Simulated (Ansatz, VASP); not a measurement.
Given: the input of a run of Ansatz 0.2.0 on Zr.

File input.yaml:

```yaml
crystal:
  lattice:
    - [3.232, 0.0, 0.0]
    - [-1.616, 2.798994105, 0.0]
    - [0.0, 0.0, 5.147]
  atoms:
    - { symbol: Zr, position: [0.6666666667, 0.3333333333, 0.75] }
    - { symbol: Zr, position: [0.3333333333, 0.6666666667, 0.25] }
kpoints:
  mp_grid: { grid: [9, 9, 5] }
scf:
  occupations: { method: fermi_dirac, width: 0.05 }
hamiltonian:
  xc: revpbe
  pseudopotentials: { kind: all_electron, lapw: { basis_error: 0.001 } }
output:
  forces: true
  stress: true
relax:
  f_tol: 0.02
  max_steps: 60
  cell: {}
```

Potentials or basis: all-electron LAPW, scalar-relativistic.

The run is started by

```bash
$ ansatz run input.yaml --threads 1 --pin off --max-ram 3072MiB --backend cpu --events-out ev --progress --plain --runs-dir out
```

Set up the same calculation for VASP 6.6.1. Potentials there: VASP PAW PBE potentials, release 64 (Zr_sv).

As run (the cutoff follows the program's own potentials):

The input INCAR:

```
PREC     = Accurate       # precision mode
ENCUT    = 600            # plane-wave cutoff, eV
EDIFF    = 1E-6           # SCF threshold, eV
ISMEAR   = -1             # smearing method
SIGMA    = 0.05           # smearing width, eV
LREAL    = False          # projectors in reciprocal space
LASPH    = True           # aspherical terms in the spheres
NELM     = 100            # most SCF steps
ALGO     = Normal         # electronic algorithm
ISIF     = 3              # what is computed and relaxed
LWAVE    = False          # write WAVECAR
LCHARG   = False          # write CHGCAR
GGA      = RE             # functional
IBRION   = 2              # ionic algorithm
NSW      = 80             # ionic steps
EDIFFG   = -0.02          # ionic threshold
```

KPOINTS

```
Automatic mesh
0
Gamma
  9 9 5
```

File POSCAR:

```
Zr
1.0
    3.2320000000      0.0000000000      0.0000000000
   -1.6160000000      2.7989941050      0.0000000000
    0.0000000000      0.0000000000      5.1470000000
Zr
2
Direct
    0.6666666667      0.3333333333      0.7500000000
    0.3333333333      0.6666666667      0.2500000000
```

Potentials or basis: VASP PAW PBE potentials, release 64 (Zr_sv).

The run is started by

```bash
$ cat potpaw_PBE.64/Zr_sv/POTCAR > POTCAR
$ mpirun -np 1 vasp_std > vasp.out
```

Both were run:

|  | VASP | Ansatz | Ansatz less VASP |
| --- | --- | --- | --- |
| relaxed volume (Å³/atom) | 23.80 | 23.80 | +0.002 |
| relaxed cell length with the largest relative difference (Å) | 5.204 | 5.206 | +0.0029 |

VASP's potentials were made for PBE, not for revPBE. Ansatz ran all-electron here, and VASP with PAW potentials.
